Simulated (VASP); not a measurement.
A run of VASP 6.6.1 is set up as follows.

The input INCAR:

```
SYSTEM = Li
  PREC = Accurate
  ENCUT = 520
  EDIFF = 1E-6
  ISMEAR = -1
  SIGMA = 0.08
  LREAL = .False.
  LASPH = .True.
  NELM = 60
  ALGO = Normal
  ISIF = 2
  LWAVE = .False.
  LCHARG = .True.
  LELF = .True.
  LVHAR = .True.
  NBANDS = 12
```

File KPOINTS:

```
Automatic mesh
0
Gamma
  12 12 12
  0 0 0
```

Contents of POSCAR:

```
Li
1.0
    1.5809086266      0.9127380211      7.7371279804
   -1.5809086266      0.9127380211      7.7371279804
    0.0000000000     -1.8254760423      7.7371279804
Li
3
Direct
    0.0000000000      0.0000000000      0.0000000000
    0.2220000000      0.2220000000      0.2220000000
    0.7780000000      0.7780000000      0.7780000000
```

Potentials or basis: VASP PAW LDA potentials, release 64 (Li_sv).

The run is started by

```bash
$ cat potpaw_LDA.64/Li_sv/POTCAR > POTCAR
$ mpirun -np 1 vasp_std > vasp.out
```

(1) Estimate the largest force.

Results:

(1) 0.007 eV/Å.
